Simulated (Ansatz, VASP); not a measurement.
# Two plane-wave programs on BaF2

INCAR

```
PREC = Accurate
ENCUT = 600
EDIFF = 1E-6
ISMEAR = 0
SIGMA = 0.02
LREAL = F
LASPH = T
NELM = 120
ALGO = Normal
ISIF = 2
LWAVE = F
LCHARG = F
GGA = PE
NBANDS = 19
GGA_COMPAT = F
```

File KPOINTS:

```
Automatic mesh
0
Gamma
  6 6 6
```

File POSCAR:

```
BaF2
1.0
    0.0000000000      3.1733351820      3.1733351820
    3.1733351820      0.0000000000      3.1733351820
    3.1733351820      3.1733351820      0.0000000000
Ba F
1 2
Direct
    0.0000000000      0.0000000000      0.0000000000
    0.2500000000      0.2500000000      0.2500000000
    0.7500000000      0.7500000000      0.7500000000
```

Input for Ansatz:

```yaml
crystal:
  lattice:
    - [0.0, 3.173335182, 3.173335182]
    - [3.173335182, 0.0, 3.173335182]
    - [3.173335182, 3.173335182, 0.0]
  atoms:
    - { symbol: Ba, position: [0.0, 0.0, 0.0] }
    - { symbol: F, position: [0.25, 0.25, 0.25] }
    - { symbol: F, position: [0.75, 0.75, 0.75] }
basis:
  ecutwfc: 420
kpoints:
  mp_grid: { grid: [6, 6, 6] }
hamiltonian:
  xc: pbe
scf:
  occupations: { method: gaussian, width: 0.02 }
output:
  forces: true
  stress: true
  eigenvalues: true
```

Alike in both runs: task single point; functional PBE; k mesh 6 × 6 × 6; occupations gaussian, width 0.02 eV; no spin polarisation.

```csv
,VASP,Ansatz
version,VASP 6.6.1,Ansatz 0.2.0
potentials or method,"VASP PAW PBE potentials, release 64 (Ba_sv, F), cutoff 600 eV","scalar-relativistic, plane waves, PAW"
valence electrons in the cell,24,24
```

|  | VASP | Ansatz | Ansatz less VASP |
| --- | --- | --- | --- |
| gap on the k mesh at the Fermi level (eV) | 6.46 | 6.53 | +0.064 |
| least direct gap on the mesh (eV) | 6.51 | 6.58 | +0.073 |
| pressure (GPa) | -1.6 | -2.3 | -0.70 |

The functional is the same, so the differences come from potentials, cutoffs and numerics.

Spin-orbit coupling is off throughout.
